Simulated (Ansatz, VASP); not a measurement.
**Be in VASP and in Ansatz**

```xyz
1
Lattice="2.1907 0.0000 0.0000 0.0000 2.1907 0.0000 0.0000 0.0000 2.1907" Properties=species:S:1:pos:R:3 pbc="T T T"
Be    0.0000    0.0000    0.0000
```

Alike in both runs: functional BLYP; k mesh 15 × 15 × 15; occupations fermi-dirac, width 0.1 eV; no spin polarisation.

Ansatz relaxed the structure, and its values are those at the end. VASP's run is a single point on that final structure, the one shown.

```csv
,VASP,Ansatz
version,VASP 6.6.1,Ansatz 0.2.0
potentials or method,"VASP PAW PBE potentials, release 64 (Be), cutoff 600 eV","plane waves (420 eV) with PAW, scalar-relativistic"
valence electrons in the cell,2,2
```

```csv
,VASP,Ansatz,Ansatz less VASP
pressure (GPa),0.1,0.0,-0.07
```

VASP's potentials were made for PBE, not for BLYP. The functional is the same, so the differences come from potentials, cutoffs and numerics.
